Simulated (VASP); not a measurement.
# La (P6_3/mmc) in VASP: settings compared

Aim: see how the results for La move with the level of theory and the settings. Levels: PBE, PBEsol, revPBE. Tasks: single point.

All numbers are computed with VASP 6.6.1; they aren't measurements. Logs are shortened: lines on timing, memory, paths and dates and some standing lists are left out, and cuts for length are marked.

**1. The cell of the first run**

It takes space group P6_3/mmc (No. 194, hexagonal). The conventional cell has a = 3.770 Å, b = 3.770 Å, c = 12.159 Å, α = 90.00°, β = 90.00°, γ = 120.00°. Within 4.9 Å of La (site symmetry -6m2) lie 12 La at 3.74 to 3.77 Å. Within 4.9 Å of La (site symmetry -3m) lie 12 La at 3.74 to 3.77 Å.

**2. Single point, PBE**

INCAR reads:

```
SYSTEM = La
ALGO = Normal
EDIFF = 1E-7
ENCUT = 520
GGA = PE
ISIF = 2
ISMEAR = -1
LASPH = .TRUE.
LCHARG = .FALSE.
LREAL = .FALSE.
LWAVE = .FALSE.
NBANDS = 30
NELM = 80
PREC = Accurate
SIGMA = 0.05
```

KPOINTS reads:

```
k-points
0
G
  5 5 2
  0 0 0
```

POSCAR reads:

```
La
1.0
    3.7700000000      0.0000000000      0.0000000000
   -1.8850000000      3.2649157723      0.0000000000
    0.0000000000      0.0000000000     12.1590000000
La
4
Direct
    0.6666666667      0.3333333333      0.2500000000
    0.3333333333      0.6666666667      0.7500000000
    0.0000000000      0.0000000000      0.5000000000
    0.0000000000      0.0000000000      0.0000000000
```

Potentials or basis: VASP PAW PBE potentials, release 64 (La).

Launch:

```console
cat potpaw_PBE.64/La/POTCAR > POTCAR
mpirun -np 1 vasp_std > vasp.out
```

OUTCAR:

```text
SYSTEM = La
   EDIFF = 1E-7
   ENCUT = 520
   GGA = PE
   ISIF = 2
   ISMEAR = -1
   LASPH = .TRUE.
   LREAL = .FALSE.
   NELM = 80
   PREC = Accurate

 ion  position               nearest neighbor table
   1  0.667  0.333  0.250-
   2  0.333  0.667  0.750-
   3  0.000  0.000  0.500-
   4  0.000  0.000  0.000-

  LATTYP: Found a hexagonal cell.
 ALAT       =     3.7700000000
 C/A-ratio  =     3.2251989390

  Lattice vectors:

 A1 = (   3.7700000000,   0.0000000000,   0.0000000000)
 A2 = (  -1.8850000000,   3.2649157723,   0.0000000000)
 A3 = (   0.0000000000,   0.0000000000,  12.1590000000)

Analysis of symmetry for initial positions (statically):
=====================================================================
 Subroutine PRICEL returns:
 Original cell was already a primitive cell.

 Routine SETGRP: Setting up the symmetry group for a
 hexagonal supercell.

 Subroutine GETGRP returns: Found 24 space group operations
 (whereof 12 operations were pure point group operations)
 out of a pool of 24 trial point group operations.

The static configuration has the point symmetry D_3d.
 The point group associated with its full space group is D_6h.

Analysis of symmetry for dynamics (positions and initial velocities):
=====================================================================
 Subroutine PRICEL returns:
 Original cell was already a primitive cell.

 Routine SETGRP: Setting up the symmetry group for a
 hexagonal supercell.

 Subroutine GETGRP returns: Found 24 space group operations
 (whereof 12 operations were pure point group operations)
 out of a pool of 24 trial point group operations.

The dynamic configuration has the point symmetry D_3d.
 The point group associated with its full space group is D_6h.

 Subroutine INISYM returns: Found 24 space group operations
 (whereof 12 operations are pure point group operations),
 and found     1 'primitive' translations

----------------------------------------------------------------------------------------

                                     Primitive cell

  volume of cell :     149.6619

  direct lattice vectors                    reciprocal lattice vectors
     3.770000000  0.000000000  0.000000000     0.265251989  0.153143307  0.000000000
    -1.885000000  3.264915772  0.000000000     0.000000000  0.306286615  0.000000000
     0.000000000  0.000000000 12.159000000     0.000000000  0.000000000  0.082243606

  length of vectors
     3.770000000  3.770000000 12.159000000     0.306286615  0.306286615  0.082243606

  position of ions in fractional coordinates (direct lattice)
     0.666666667  0.333333333  0.250000000
     0.333333333  0.666666667  0.750000000
     0.000000000  0.000000000  0.500000000
     0.000000000  0.000000000  0.000000000

  ion indices of the primitive-cell ions
   primitive index   ion index
                 1           1
                 2           2
                 3           3
                 4           4

----------------------------------------------------------------------------------------

 KPOINTS: k-points

Automatic generation of k-mesh.
 Grid dimensions read from file:
 generate k-points for:    5    5    2

 Generating k-lattice:

  Cartesian coordinates                     Fractional coordinates (reciprocal lattice)
     0.053050398  0.030628661  0.000000000     0.200000000  0.000000000  0.000000000
     0.000000000  0.061257323  0.000000000     0.000000000  0.200000000  0.000000000
     0.000000000  0.000000000  0.041121803     0.000000000  0.000000000  0.500000000

  Length of vectors
     0.061257323  0.061257323  0.041121803

  Shift w.r.t. Gamma in fractional coordinates (k-lattice)
     0.000000000  0.000000000  0.000000000

 Subroutine IBZKPT returns following result:
 ===========================================

 Found     10 irreducible k-points:

 Following reciprocal coordinates:
            Coordinates               Weight
  0.000000  0.000000  0.000000      1.000000
  0.200000 -0.000000  0.000000      6.000000
  0.400000  0.000000  0.000000      6.000000
  0.200000  0.200000  0.000000      6.000000
  0.400000  0.200000  0.000000      6.000000
  0.000000  0.000000  0.500000      1.000000
  0.200000 -0.000000  0.500000      6.000000
  0.400000  0.000000  0.500000      6.000000
  0.200000  0.200000  0.500000      6.000000
  0.400000  0.200000  0.500000      6.000000
   k-points           NKPTS =     10   k-points in BZ     NKDIM =     10   number of bands    NBANDS=     30
   number of dos      NEDOS =    301   number of ions     NIONS =      4
   total plane-waves  NPLWV =  70560
   dimension x,y,z NGX =    28 NGY =   28 NGZ =   90
   dimension x,y,z NGXF=    56 NGYF=   56 NGZF=  180
   ions per type =               4
   NGX,Y,Z   is equivalent  to a cutoff of  12.35, 12.35, 12.31 a.u.
   NGXF,Y,Z  is equivalent  to a cutoff of  24.69, 24.69, 24.61 a.u.
 SYSTEM =  La
   PREC   = accura    normal or accurate (medium, high low for compatibility)
   ISTART =      0    job   : 0-new  1-cont  2-samecut
   ICHARG =      2    charge: 1-file 2-atom 10-const
   ISPIN  =      1    spin polarized calculation?
   LNONCOLLINEAR =      F non collinear calculations
   LSORBIT =      F    spin-orbit coupling
   LASPH  =      T    aspherical Exc in radial PAW
   ENCUT  =  520.0 eV  38.22 Ry    6.18 a.u.   7.01  7.01 22.61*2*pi/ulx,y,z
   NELM   =     80;   NELMIN=  2; NELMDL= -5     # of ELM steps
   EDIFF  = 0.1E-06   stopping-criterion for ELM
   LREAL  =      F    real-space projection
   EDIFFG = 0.1E-05   stopping-criterion for IOM
   NSW    =      0    number of steps for IOM
   IBRION =     -1    ionic relax: 0-MD 1-quasi-New 2-CG
   NFREE  =      0    steps in history (QN), initial steepest desc. (CG)
   ISIF   =      2    stress and relaxation
   ISYM   =      2    0-nonsym 1-usesym 2-fastsym
   POTIM  = 0.5000    time-step for ionic-motion
   TEBEG  =    0.0;   TEEND  =   0.0 temperature during run
   PSTRESS=    0.0 pullay stress
   NELECT =      44.0000    total number of electrons
   NUPDOWN=      -1.0000    fix difference up-down
   EMIN   =  10.00;   EMAX   =-10.00  energy-range for DOS
   EFERMI =   0.00;   METHOD = LEGACY
   ISMEAR =    -1;   SIGMA  =   0.05  broadening in eV -4-tet -1-fermi 0-gaus
   EFERMI_NEDOS =   21; number of points for ismear=-14 and -15
   IALGO  =     38    algorithm
   IMIX   =      4    mixing-type and parameters
     AMIX     =   0.40;   BMIX     =  1.00
     AMIX_MAG =   1.60;   BMIX_MAG =  1.00
  volume/ion in A,a.u.               =      37.42       252.49
  Fermi-wavevector in a.u.,A,eV,Ry     =   1.088567  2.057094 16.122618  1.184979
  Thomas-Fermi vector in A             =   2.224752
   LORBIT       =      0    0 simple, 1 ext, 2 COOP (PROOUT), +10 PAW based schemes
   GGA     = PE    functional components
   LHFCALC =     F    Hartree Fock is set to
   AEXX    =    0.0000 exact exchange contribution
   IVDW    =     0    specifies the selected vdW correction
   LEPSILON=     F    determine dielectric tensor
   LRPA    =     F    only Hartree local field effects (RPA)
 non-spin polarized calculation
  energy-cutoff  :      520.00
  volume of cell :      149.66
 maximum number of plane-waves:      4053
 NGX is ok and might be reduce to    28
   NGX = 13   NGY = 13   NGZ = 45

 number of electron      44.0000000 magnetization

 Free energy of the ion-electron system (eV)
  ---------------------------------------------------
  ext. energy  EPLUGINS =         0.00000000
  ---------------------------------------------------
  free energy    TOTEN  =       -19.45563923 eV

  energy without entropy =      -19.37859003  energy(sigma->0) =      -19.41711463

 E-fermi :   7.7776     XC(G=0):  -9.5309

 val. band max:        7.7770481003   @ k =   0.2000  -0.0000   0.5000
 cond. band min:       7.7992997019   @ k =   0.4000   0.2000   0.0000
 fundamental gap:      0.0222516015
 Fermi energy:         7.7775975773

 k-point     1 :       0.0000    0.0000    0.0000
  band No.  band energies     occupation
      1     -25.0853      2.00000
      2     -25.0061      2.00000
      3     -24.9638      2.00000
      4     -24.8813      2.00000
      5      -9.4687      2.00000
      6      -8.8353      2.00000
[... 22 lines left out ...]
     29       9.1995      0.00000
     30       9.3034      0.00000

 k-point     2 :       0.2000   -0.0000    0.0000
  band No.  band energies     occupation
      1     -25.0285      2.00000
      2     -24.9646      2.00000
      3     -24.9224      2.00000
      4     -24.8563      2.00000
      5      -9.3143      2.00000
      6      -8.9229      2.00000
[... 22 lines left out ...]
     29       9.3046      0.00000
     30       9.3905      0.00000

 k-point     3 :       0.4000    0.0000    0.0000
  band No.  band energies     occupation
      1     -24.9239      2.00000
      2     -24.8962      2.00000
      3     -24.8543      2.00000
      4     -24.8261      2.00000
      5      -9.3334      2.00000
      6      -9.3274      2.00000
[... 22 lines left out ...]
     29       9.4109      0.00000
     30       9.5236      0.00000

 k-point     4 :       0.2000    0.2000    0.0000
  band No.  band energies     occupation
      1     -24.9463      2.00000
      2     -24.9094      2.00000
      3     -24.8674      2.00000
      4     -24.8298      2.00000
      5      -9.1502      2.00000
      6      -9.1405      2.00000
[... 154 lines left out ...]
     29       9.3720      0.00000
     30       9.3778      0.00000

 k-point     9 :       0.2000    0.2000    0.5000
  band No.  band energies     occupation
      1     -24.9320      2.00000
      2     -24.9320      2.00000
      3     -24.8444      2.00000
      4     -24.8444      2.00000
      5      -9.1609      2.00000
      6      -9.1609      2.00000
[... 22 lines left out ...]
     29       9.2467      0.00000
     30       9.2467      0.00000

 k-point    10 :       0.4000    0.2000    0.5000
  band No.  band energies     occupation
      1     -24.8793      2.00000
      2     -24.8793      2.00000
      3     -24.8285      2.00000
      4     -24.8285      2.00000
      5      -9.2516      2.00000
      6      -9.2516      2.00000
[... 22 lines left out ...]
     29       9.4386      0.00000
     30       9.4485      0.00000

------------------------ aborting loop because EDIFF is reached ----------------------------------------

  FORCE on cell =-STRESS in cart. coord.  units (eV):
  Direction    XX          YY          ZZ          XY          YZ          ZX
  --------------------------------------------------------------------------------------
  -------------------------------------------------------------------------------------
  Total        0.6106849      0.6106849     -0.8386374      0.0000000      0.0000000      0.0000000
  in kB        6.5375732      6.5375732     -8.9778759      0.0000000      0.0000000      0.0000000
  external PRESSURE =       1.3657568 kB  Pullay stress =       0.0000000 kB

 VOLUME and BASIS-vectors are now :
 -----------------------------------------------------------------------------
  energy-cutoff  :      520.00
  volume of cell :      149.66
      direct lattice vectors                 reciprocal lattice vectors
     3.770000000  0.000000000  0.000000000     0.265251989  0.153143307  0.000000000
    -1.885000000  3.264915772  0.000000000     0.000000000  0.306286615  0.000000000
     0.000000000  0.000000000 12.159000000     0.000000000  0.000000000  0.082243606

 POSITION                                       TOTAL-FORCE (eV/Angst)
 -----------------------------------------------------------------------------------
      1.88500      1.08831      3.03975         0.000000      0.000000     -0.000000
     -0.00000      2.17661      9.11925        -0.000000      0.000000      0.000000
      0.00000      0.00000      6.07950         0.000000      0.000000     -0.000000
      0.00000      0.00000      0.00000         0.000000      0.000000     -0.000000
 -----------------------------------------------------------------------------------
    total drift:                               -0.000000      0.000000      0.000000

  FREE ENERGIE OF THE ION-ELECTRON SYSTEM (eV)
  ---------------------------------------------------
  free  energy   TOTEN  =       -19.4556392287 eV

  energy  without entropy=      -19.3785900346  energy(sigma->0) =      -19.41711463
```

Run time: 76 s. Hardware: 1 thread of Intel Xeon Platinum 8559C (Emerald Rapids), shared host; peak memory 0.25 GiB.

Results:

- Free energy: -19.4556 eV
- Pressure: 0.1 GPa
- Band gap on the k mesh: zero (bands 22 and 23 overlap by 0.86 eV)

Caveat: the k points lie up to 0.38 Å⁻¹ apart, too coarse for converged energies and pressures of a metal; spin-orbit coupling is left out, which moves the levels of the heavy elements.

(Part 1 of 3 ends here.)

The gap in the log of VASP goes by the Fermi energy; the results here count the filled bands.